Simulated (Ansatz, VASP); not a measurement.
## SnTe in VASP and in Ansatz

The input POSCAR:

```
SnTe
1.0
    5.3967552076      0.0000000001      0.0000000000
   -2.6983776038      4.6737271077      0.0000000000
    0.0000000000      0.0000000000      6.4878041586
Sn Te
2 2
Direct
    0.3333333333      0.6666666667     -0.0459806339
    0.6666666667      0.3333333333      0.4540193661
    0.3333333333      0.6666666667      0.4209806339
    0.6666666667      0.3333333333      0.9209806339
```

File INCAR.step1:

```
ALGO     = Normal         # electronic algorithm
EDIFF    = 1E-4           # SCF threshold, eV
ENCUT    = 520            # plane-wave cutoff, eV
GGA      = PE             # functional
ISMEAR   = 0              # smearing method
LASPH    = T              # aspherical terms in the spheres
LCHARG   = F              # write CHGCAR
LREAL    = F              # projectors in reciprocal space
LWAVE    = T              # write WAVECAR
NBANDS   = 28             # bands
NELM     = 80             # most SCF steps
PREC     = Accurate       # precision mode
SIGMA    = 0.01           # smearing width, eV
```

The input INCAR.step2:

```
ALGO     = Normal         # electronic algorithm
EDIFF    = 1E-7           # SCF threshold, eV
ENCUT    = 520            # plane-wave cutoff, eV
ISIF     = 2              # what is computed and relaxed
ISMEAR   = 0              # smearing method
ISTART   = 1            
LASPH    = T              # aspherical terms in the spheres
LCHARG   = F              # write CHGCAR
LMIXTAU  = T            
LREAL    = F              # projectors in reciprocal space
LWAVE    = F              # write WAVECAR
METAGGA  = R2SCAN         # meta-GGA
NBANDS   = 28             # bands
NELM     = 80             # most SCF steps
PREC     = Accurate       # precision mode
SIGMA    = 0.01           # smearing width, eV
```

File KPOINTS:

```
k-points
0
Gamma
  6 6 4
```

Input for Ansatz:

```yaml
crystal:
  lattice:
    - [5.3967552076, 1.0e-10, 0.0]
    - [-2.6983776038, 4.6737271077, 0.0]
    - [0.0, 0.0, 6.4878041586]
  atoms:
    - { symbol: Sn, position: [0.3333333333, 0.6666666667, -0.0459806339] }
    - { symbol: Sn, position: [0.6666666667, 0.3333333333, 0.4540193661] }
    - { symbol: Te, position: [0.3333333333, 0.6666666667, 0.4209806339] }
    - { symbol: Te, position: [0.6666666667, 0.3333333333, 0.9209806339] }
kpoints:
  mp_grid: { grid: [6, 6, 4] }
  band_path:
    path:
      - [0.0, 0.0, 0.0]
      - [0.5, 0.0, 0.0]
      - [0.3333333333, 0.3333333333, 0.0]
      - [0.0, 0.0, 0.5]
      - [0.5, 0.0, 0.5]
      - [0.3333333333, 0.3333333333, 0.5]
      - [-0.09375, 0.1875, 0.0]
    npoints: 1
hamiltonian:
  xc: r2scan
scf:
  occupations: { method: fixed }
  n_extra_bands: 5
output:
  forces: true
  stress: true
  eigenvalues: true
```

Alike in both runs: task single point; functional r2SCAN; k mesh 6 × 6 × 4; no spin polarisation.

|  | VASP | Ansatz |
| --- | --- | --- |
| version | VASP 6.6.1 | Ansatz 0.2.0 |
| potentials or method | VASP PAW PBE potentials, release 64 (Sn_d, Te) | plane waves, PAW |
| plane-wave cutoff (eV) | 520 | 500 |
| occupations | gaussian, width 0.01 eV | fixed |
| valence electrons in the cell | 40 | 60 |

```tsv
	VASP	Ansatz	Ansatz less VASP
gap on the k mesh at the Fermi level (eV)	0.65	0.65	+0.002
pressure (GPa)	0.0	0.0	0.00
rms of the force components (eV/Å)	0.004	0.000	-0.0043
```

VASP's potentials were made for PBE, not for r2SCAN. Atom by atom the forces differ by 0.004 eV/Å (rms over components). VASP's potentials hold 40 valence electrons a cell and Ansatz's 60, so a difference there can come from the potentials and not from the codes.

Spin-orbit coupling is off throughout.
